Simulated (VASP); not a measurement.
# WS2 in VASP: further runs

WS2 is run at these levels: PBEsol+D3(BJ); tasks: single point.

Program: VASP 6.6.1. These are calculated values, not measurements. Logs are shortened: lines on timing, memory, paths and dates and some standing lists are left out, and cuts for length are marked.

## (1) The cell of the first run

The cell holds a slab with vacuum, 3 atoms: a = 3.124 Å, b = 3.124 Å, c = 16.936 Å, α = 90.00°, β = 90.00°, γ = 120.00°.

## (2) Single point, PBEsol+D3(BJ) (mode 4 frozen in at -0.076 Å and mode 9 at +0.000 Å (largest displacements))

File INCAR:

```
SYSTEM = WS2
ALGO = Normal ; EDIFF = 1E-6
ENCUT = 520 ; GGA = PS
ISIF = 2 ; ISMEAR = 0
IVDW = 12 ; LASPH = .TRUE.
LCHARG = .FALSE. ; LREAL = .FALSE.
LWAVE = .FALSE. ; NBANDS = 20
NELM = 100 ; PREC = Accurate
SIGMA = 0.05
```

File KPOINTS:

```
k-points
0
G
  12 12 2
  0 0 0
```

File POSCAR:

```
WS2
1.0
    3.1237017326      0.0000000000      0.0000000000
   -1.5618508663      2.7052050543      0.0000000000
    0.0000000000      0.0000000000     16.9362771992
W S
1 2
Direct
    0.3333333333      0.6666666667      0.0000000000
    0.6423365588      0.3333333333      0.9071447969
    0.6909967745      0.3333333333      0.0928552031
```

Potentials or basis: VASP PAW PBE potentials, release 64 (W_sv, S).

The run is started by

```console
cat potpaw_PBE.64/W_sv/POTCAR potpaw_PBE.64/S/POTCAR > POTCAR
mpirun -np 1 vasp_std > vasp.out
```

OUTCAR:

```text
SYSTEM = WS2
   EDIFF = 1E-6
   ENCUT = 520
   GGA = PS
   ISIF = 2
   ISMEAR = 0
   IVDW = 12
   LASPH = .TRUE.
   LREAL = .FALSE.
   NELM = 100
   PREC = Accurate
 IVDW          = 12

 ion  position               nearest neighbor table
   1  0.333  0.667  0.000-   3 2.34   2 2.34   2 2.39   3 2.39   2 2.44   3 2.44
   2  0.642  0.333  0.907-   1 2.34   1 2.39   1 2.44
   3  0.691  0.333  0.093-   1 2.34   1 2.39   1 2.44

  LATTYP: Found a hexagonal cell.
 ALAT       =     3.1237017326
 C/A-ratio  =     5.4218611919

  Lattice vectors:

 A1 = (   3.1237017326,   0.0000000000,   0.0000000000)
 A2 = (  -1.5618508663,   2.7052050543,   0.0000000000)
 A3 = (   0.0000000000,   0.0000000000,  16.9362771992)

Analysis of symmetry for initial positions (statically):
=====================================================================
 Subroutine PRICEL returns:
 Original cell was already a primitive cell.

 Routine SETGRP: Setting up the symmetry group for a
 hexagonal supercell.

 Subroutine GETGRP returns: Found  2 space group operations
 (whereof  2 operations were pure point group operations)
 out of a pool of 24 trial point group operations.

The static configuration has the point symmetry C_2 .

Analysis of symmetry for dynamics (positions and initial velocities):
=====================================================================
 Subroutine PRICEL returns:
 Original cell was already a primitive cell.

 Routine SETGRP: Setting up the symmetry group for a
 hexagonal supercell.

 Subroutine GETGRP returns: Found  2 space group operations
 (whereof  2 operations were pure point group operations)
 out of a pool of 24 trial point group operations.

The dynamic configuration has the point symmetry C_2 .

 Subroutine INISYM returns: Found  2 space group operations
 (whereof  2 operations are pure point group operations),
 and found     1 'primitive' translations

----------------------------------------------------------------------------------------

                                     Primitive cell

  volume of cell :     143.1158

  direct lattice vectors                    reciprocal lattice vectors
     3.123701733  0.000000000  0.000000000     0.320132998  0.184828872  0.000000000
    -1.561850866  2.705205054  0.000000000     0.000000000  0.369657745  0.000000000
     0.000000000  0.000000000 16.936277199     0.000000000  0.000000000  0.059044853

  length of vectors
     3.123701733  3.123701733 16.936277199     0.369657745  0.369657745  0.059044853

  position of ions in fractional coordinates (direct lattice)
     0.333333333  0.666666667  0.000000000
     0.642336559  0.333333333  0.907144797
     0.690996775  0.333333333  0.092855203

  ion indices of the primitive-cell ions
   primitive index   ion index
                 1           1
                 2           2
                 3           3

----------------------------------------------------------------------------------------

 KPOINTS: k-points

Automatic generation of k-mesh.
 Grid dimensions read from file:
 generate k-points for:   12   12    2

 Generating k-lattice:

  Cartesian coordinates                     Fractional coordinates (reciprocal lattice)
     0.026677750  0.015402406  0.000000000     0.083333333  0.000000000  0.000000000
     0.000000000  0.030804812  0.000000000     0.000000000  0.083333333  0.000000000
     0.000000000  0.000000000  0.029522427     0.000000000  0.000000000  0.500000000

  Length of vectors
     0.030804812  0.030804812  0.029522427

  Shift w.r.t. Gamma in fractional coordinates (k-lattice)
     0.000000000  0.000000000  0.000000000

 Subroutine IBZKPT returns following result:
 ===========================================

 Found     86 irreducible k-points:

 Following reciprocal coordinates:
            Coordinates               Weight
  0.000000  0.000000  0.000000      1.000000
  0.083333 -0.000000  0.000000      4.000000
  0.000000  0.083333  0.000000      2.000000
  0.166667 -0.000000  0.000000      4.000000
  0.000000  0.166667  0.000000      2.000000
  0.250000 -0.000000  0.000000      4.000000
[... 16 lines left out ...]
 -0.083333  0.416667  0.000000      4.000000
 -0.416667  0.333333  0.000000      4.000000
 [... further k-points ...]
   k-points           NKPTS =     86   k-points in BZ     NKDIM =     86   number of bands    NBANDS=     20
   number of dos      NEDOS =    301   number of ions     NIONS =      3
   total plane-waves  NPLWV =  72576
   dimension x,y,z NGX =    24 NGY =   24 NGZ =  126
   dimension x,y,z NGXF=    48 NGYF=   48 NGZF=  252
   ions per type =               1   2
   NGX,Y,Z   is equivalent  to a cutoff of  12.77, 12.77, 12.37 a.u.
   NGXF,Y,Z  is equivalent  to a cutoff of  25.55, 25.55, 24.74 a.u.
 SYSTEM =  WS2
   PREC   = accura    normal or accurate (medium, high low for compatibility)
   ISTART =      0    job   : 0-new  1-cont  2-samecut
   ICHARG =      2    charge: 1-file 2-atom 10-const
   ISPIN  =      1    spin polarized calculation?
   LNONCOLLINEAR =      F non collinear calculations
   LSORBIT =      F    spin-orbit coupling
   LASPH  =      T    aspherical Exc in radial PAW
   ENCUT  =  520.0 eV  38.22 Ry    6.18 a.u.   5.81  5.81 31.49*2*pi/ulx,y,z
   NELM   =    100;   NELMIN=  2; NELMDL= -5     # of ELM steps
   EDIFF  = 0.1E-05   stopping-criterion for ELM
   LREAL  =      F    real-space projection
   EDIFFG = 0.1E-04   stopping-criterion for IOM
   NSW    =      0    number of steps for IOM
   IBRION =     -1    ionic relax: 0-MD 1-quasi-New 2-CG
   NFREE  =      0    steps in history (QN), initial steepest desc. (CG)
   ISIF   =      2    stress and relaxation
   ISYM   =      2    0-nonsym 1-usesym 2-fastsym
   POTIM  = 0.5000    time-step for ionic-motion
   TEBEG  =    0.0;   TEEND  =   0.0 temperature during run
   PSTRESS=    0.0 pullay stress
   NELECT =      26.0000    total number of electrons
   NUPDOWN=      -1.0000    fix difference up-down
   EMIN   =  10.00;   EMAX   =-10.00  energy-range for DOS
   EFERMI =   0.00;   METHOD = LEGACY
   ISMEAR =     0;   SIGMA  =   0.05  broadening in eV -4-tet -1-fermi 0-gaus
   EFERMI_NEDOS =   21; number of points for ismear=-14 and -15
   IALGO  =     38    algorithm
   IMIX   =      4    mixing-type and parameters
     AMIX     =   0.40;   BMIX     =  1.00
     AMIX_MAG =   1.60;   BMIX_MAG =  1.00
  volume/ion in A,a.u.               =      47.71       321.93
  Fermi-wavevector in a.u.,A,eV,Ry     =   0.927193  1.752140 11.696745  0.859686
  Thomas-Fermi vector in A             =   2.053236
   LORBIT       =      0    0 simple, 1 ext, 2 COOP (PROOUT), +10 PAW based schemes
   GGA     = PS    functional components
   LHFCALC =     F    Hartree Fock is set to
   AEXX    =    0.0000 exact exchange contribution
   IVDW    =    12    specifies the selected vdW correction
   LEPSILON=     F    determine dielectric tensor
   LRPA    =     F    only Hartree local field effects (RPA)
 non-spin polarized calculation
 Gauss-broadening in eV      SIGMA  =   0.05
  energy-cutoff  :      520.00
  volume of cell :      143.12
 maximum number of plane-waves:      3888
   NGX = 11   NGY = 11   NGZ = 63

 number of electron      25.9999999 magnetization

 Free energy of the ion-electron system (eV)
  ---------------------------------------------------
  ext. energy  EPLUGINS =         0.00000000
  ---------------------------------------------------
  free energy    TOTEN  =       -25.18288564 eV

  energy without entropy =      -25.18288564  energy(sigma->0) =      -25.18288564

 E-fermi :  -0.6016     XC(G=0):  -4.6405

 val. band max:       -1.0500979566   @ k =   0.3333   0.3333   0.0000
 cond. band min:       0.9118105147   @ k =  -0.3333   0.1667   0.0000
 fundamental gap:      1.9619084713
 Fermi energy:        -0.6016434792

 k-point     1 :       0.0000    0.0000    0.0000
  band No.  band energies     occupation
      1     -74.9376      2.00000
      2     -39.2387      2.00000
      3     -39.0171      2.00000
      4     -39.0154      2.00000
      5     -16.0328      2.00000
      6     -14.3387      2.00000
[... 12 lines left out ...]
     19       4.4584      0.00000
     20       4.6907      0.00000

 k-point     2 :       0.0833   -0.0000    0.0000
  band No.  band energies     occupation
      1     -74.9361      2.00000
      2     -39.2336      2.00000
      3     -39.0449      2.00000
      4     -39.0223      2.00000
      5     -15.9084      2.00000
      6     -14.2920      2.00000
[... 12 lines left out ...]
     19       4.6016      0.00000
     20       5.1336      0.00000

 k-point     3 :       0.0000    0.0833    0.0000
  band No.  band energies     occupation
      1     -74.9361      2.00000
      2     -39.2336      2.00000
      3     -39.0436      2.00000
      4     -39.0237      2.00000
      5     -15.9083      2.00000
      6     -14.2921      2.00000
[... 12 lines left out ...]
     19       4.6021      0.00000
     20       5.1405      0.00000

 k-point     4 :       0.1667   -0.0000    0.0000
  band No.  band energies     occupation
      1     -74.9321      2.00000
      2     -39.2196      2.00000
      3     -39.1212      2.00000
      4     -39.0400      2.00000
      5     -15.5536      2.00000
      6     -14.1592      2.00000
[... 12 lines left out ...]
     19       5.0138      0.00000
     20       5.9133      0.00000

 k-point     5 :       0.0000    0.1667    0.0000
  band No.  band energies     occupation
      1     -74.9321      2.00000
      2     -39.2196      2.00000
      3     -39.1200      2.00000
      4     -39.0414      2.00000
      5     -15.5532      2.00000
      6     -14.1596      2.00000
[... 12 lines left out ...]
     19       5.0150      0.00000
     20       5.9230      0.00000
[... 353 lines left out ...]
      6     -13.8260      2.00000
[... 12 lines left out ...]
     19       6.0829      0.00000
     20       6.6073      0.00000

 k-point    22 :       0.3333    0.0833    0.0000
  band No.  band energies     occupation
      1     -74.9183      2.00000
      2     -39.3620      2.00000
      3     -39.1714      2.00000
      4     -39.1135      2.00000
      5     -14.0775      2.00000
      6     -13.6242      2.00000
[... 12 lines left out ...]
     19       6.5800      0.00000
     20       6.6607      0.00000

 k-point    23 :      -0.0833    0.4167    0.0000
  band No.  band energies     occupation
      1     -74.9183      2.00000
      2     -39.3610      2.00000
      3     -39.1715      2.00000
      4     -39.1147      2.00000
      5     -14.0769      2.00000
      6     -13.6241      2.00000
[... 12 lines left out ...]
     19       6.5936      0.00000
     20       6.6547      0.00000

 k-point    24 :      -0.4167    0.3333    0.0000
  band No.  band energies     occupation
      1     -74.9183      2.00000
      2     -39.3622      2.00000
      3     -39.1715      2.00000
      4     -39.1132      2.00000
      5     -14.0782      2.00000
      6     -13.6235      2.00000
[... 12 lines left out ...]
     19       6.5481      0.00000
     20       6.6888      0.00000

 [... further k-points ...]

------------------------ aborting loop because EDIFF is reached ----------------------------------------

 Edisp (eV)   -0.75946

 E8    (eV) :    -0.5105

  FORCE on cell =-STRESS in cart. coord.  units (eV):
  Direction    XX          YY          ZZ          XY          YZ          ZX
  --------------------------------------------------------------------------------------
  -------------------------------------------------------------------------------------
  Total       0.10876     0.09966     0.26528     0.00000     0.00000    -2.50150
  in kB       1.21755     1.11565     2.96980     0.00000     0.00000   -28.00416
  external pressure =        1.77 kB  Pullay stress =        0.00 kB

 VOLUME and BASIS-vectors are now :
 -----------------------------------------------------------------------------
  energy-cutoff  :      520.00
  volume of cell :      143.12
      direct lattice vectors                 reciprocal lattice vectors
     3.123701733  0.000000000  0.000000000     0.320132998  0.184828872  0.000000000
    -1.561850866  2.705205054  0.000000000     0.000000000  0.369657745  0.000000000
     0.000000000  0.000000000 16.936277199     0.000000000  0.000000000  0.059044853

 POSITION                                       TOTAL-FORCE (eV/Angst)
 -----------------------------------------------------------------------------------
     -0.00000      1.80347      0.00000         0.000000      0.099607      0.000000
      1.48585      0.90174     15.36366         0.795305     -0.049804     -0.097836
      1.63785      0.90174      1.57262        -0.795305     -0.049804      0.097836
 -----------------------------------------------------------------------------------
    total drift:                                0.000000      0.000002      0.000000

  FREE ENERGIE OF THE ION-ELECTRON SYSTEM (eV)
  ---------------------------------------------------
  free  energy   TOTEN  =       -25.9423434730 eV

  energy  without entropy=      -25.9423434730  energy(sigma->0) =      -25.94234347
```

Wall time 3.9 min (1 thread of Intel Xeon Platinum 8259CL at 2.50GHz (Skylake/Cascade Lake), shared host); peak memory 0.41 GiB.

What came out:

```
Free energy                : -25.9423 eV
Largest force              : 0.803 eV/Å
Band gap on the k mesh     : 1.96 eV, indirect (least direct gap 2.03 eV)
Dispersion energy per atom : -0.253 eV
```

Forces on the atoms (eV/Å):
```
W    0.000  0.100  0.000
S    0.795 -0.050 -0.098
S   -0.795 -0.050  0.098
```

Caveat: the cell differs from its parent crystal (mode 4 frozen in at -0.076 Å and mode 9 at +0.000 Å (largest displacements)); the PAW data sets were made with another functional, which shifts forces and pressure a little; spin-orbit coupling is left out, which moves the levels of the heavy elements.

## (3) Single point, PBEsol+D3(BJ) (mode 4 frozen in at -0.076 Å and mode 9 at -0.049 Å (largest displacements))

File INCAR:

```
PREC = Accurate ; ENCUT = 520
EDIFF = 1E-6 ; ISMEAR = 0
SIGMA = 0.05 ; LREAL = F
LASPH = T ; NELM = 80
ALGO = Normal ; ISIF = 2
LWAVE = F ; LCHARG = F
GGA = PS ; IVDW = 12
NBANDS = 20
```

File KPOINTS:

```
Automatic mesh
0
Gamma
  12 12 2
```

File POSCAR:

```
WS2
1.0
    3.1237017326      0.0000000000      0.0000000000
   -1.5618508663      2.7052050543      0.0000000000
    0.0000000000      0.0000000000     16.9362771992
W S
1 2
Direct
    0.3333333333      0.6666666667      0.0010090940
    0.6423365588      0.3333333333      0.9042515991
    0.6909967745      0.3333333333      0.0899620053
```

Potentials or basis: VASP PAW PBE potentials, release 64 (W_sv, S).

The run is started by

```console
cat potpaw_PBE.64/W_sv/POTCAR potpaw_PBE.64/S/POTCAR > POTCAR
mpirun -np 1 vasp_std > vasp.out
```

It took 7.2 min on 1 thread of Intel Xeon Platinum 8259CL at 2.50GHz (Skylake/Cascade Lake), shared host; peak memory 0.53 GiB.

It converged, with:

| Item | Value |
| --- | --- |
| Free energy | -25.8670 eV |
| Largest force | 2.295 eV/Å |
| Band gap on the k mesh | 1.93 eV, indirect (least direct gap 2.03 eV) |
| Dispersion energy per atom | -0.253 eV |

Forces on the atoms (eV/Å):
```
W    0.254  0.102 -2.278
S    0.676 -0.039  0.958
S   -0.930 -0.063  1.321
```

Levels at points of the mesh, in eV from the valence-band top:
```csv
k point,band 11,band 12,band 13,band 14,band 15,band 16
"(0.00, 0.00, 0.00)",-1.46,-1.45,-0.12,2.75,3.00,3.25
"(0.50, 0.00, 0.00)",-2.24,-1.09,-0.98,3.10,3.41,4.04
"(0.00, 0.50, 0.00)",-2.26,-1.08,-0.94,3.10,3.43,4.11
"(0.50, 0.50, 0.00)",-2.31,-1.07,-0.87,3.11,3.46,4.14
"(0.00, 0.00, 0.50)",-1.46,-1.45,-0.12,2.75,3.00,3.25
"(0.50, 0.00, 0.50)",-2.24,-1.09,-0.98,3.10,3.41,4.04
"(0.00, 0.50, 0.50)",-2.26,-1.08,-0.94,3.10,3.43,4.11
"(0.50, 0.50, 0.50)",-2.31,-1.07,-0.87,3.11,3.46,4.14
```

Caveat: the cell differs from its parent crystal (mode 4 frozen in at -0.076 Å and mode 9 at -0.049 Å (largest displacements)); the PAW data sets were made with another functional, which shifts forces and pressure a little; spin-orbit coupling is left out, which moves the levels of the heavy elements.
